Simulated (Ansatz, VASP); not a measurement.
# Pt: VASP beside Ansatz

```
Pt
1.0
     0.00000    3.05943    3.05943
     3.05943    0.00000    3.05943
     3.05943    3.05943    0.00000
Pt
2
Direct
  0.12500 0.12500 0.12500
  0.87500 0.87500 0.87500
```

Alike in both runs: task single point; functional BLYP; k mesh 10 × 10 × 10; occupations fermi-dirac, width 0.1 eV; no spin polarisation.

|  | VASP | Ansatz |
| --- | --- | --- |
| version | VASP 6.6.1 | Ansatz 0.2.0 |
| potentials or method | VASP PAW PBE potentials, release 64 (Pt), cutoff 520 eV | plane waves (420 eV) with PAW, scalar-relativistic |
| valence electrons in the cell | 20 | 36 |

VASP gave:

* pressure (GPa): -7.4

Task: Estimate Ansatz's values.

Result: Pressure (GPa): -7.7.

VASP's potentials were made for PBE, not for BLYP. VASP's potentials hold 20 valence electrons a cell and Ansatz's 36, so a difference there can come from the potentials and not from the codes.

Spin-orbit coupling is off throughout.
